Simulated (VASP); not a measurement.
Set up this calculation in VASP 6.6.1, as the native input.

```
Task                   : single point
Functional             : LDA
Potentials or basis    : VASP PAW LDA potentials, release 64 (Al, N)
Cutoff                 : 520 eV
k mesh                 : 9 × 9 × 6
Occupations            : gaussian, width 0.05 eV
Spin                   : no spin polarisation
Dipole correction      : no
Further INCAR settings : ALGO = Normal; EDIFF = 1e-06; NBANDS = 16
```

The structure of AlN lies in POSCAR:

```
AlN
1.0
    3.0887424016      0.0000000000      0.0000000000
   -1.5443712008      2.6749293856      0.0000000000
    0.0000000000      0.0000000000      4.9437688231
Al N
2 2
Direct
    0.3054902863      0.6666666667      0.0015212672
    0.6945097137      0.3333333333      0.5015212672
    0.3581785820      0.6666666667      0.3834787328
    0.6418214180      0.3333333333      0.8834787328
```

This cell differs from its parent crystal: mode 4 frozen in at -0.086 Å and mode 5 at +0.000 Å (largest displacements).

The input as run:

INCAR

```
ALGO = Normal
EDIFF = 1E-6
ENCUT = 520
GGA = CA
ISIF = 2
ISMEAR = 0
LASPH = T
LCHARG = F
LREAL = F
LWAVE = F
NBANDS = 16
NELM = 80
PREC = Accurate
SIGMA = 0.05
```

KPOINTS

```
k-points
0
Gamma
  9 9 6
```

Potentials or basis: VASP PAW LDA potentials, release 64 (Al, N).

Run with:

```sh
$ cat potpaw_LDA.64/Al/POTCAR potpaw_LDA.64/N/POTCAR > POTCAR
$ mpirun -np 1 vasp_std > vasp.out
```

It gave:

| Quantity | Value |
| --- | --- |
| Pressure | 0.4 GPa |
| Largest force | 0.494 eV/Å |
| Band gap on the k mesh | 4.33 eV, direct |

Caveat: the cell differs from its parent crystal (mode 4 frozen in at -0.086 Å and mode 5 at +0.000 Å (largest displacements)).

It took 110 s on 1 thread of AMD EPYC 7R43 64-Core Processor (Zen 3) (shared host), peak memory 0.17 GiB.
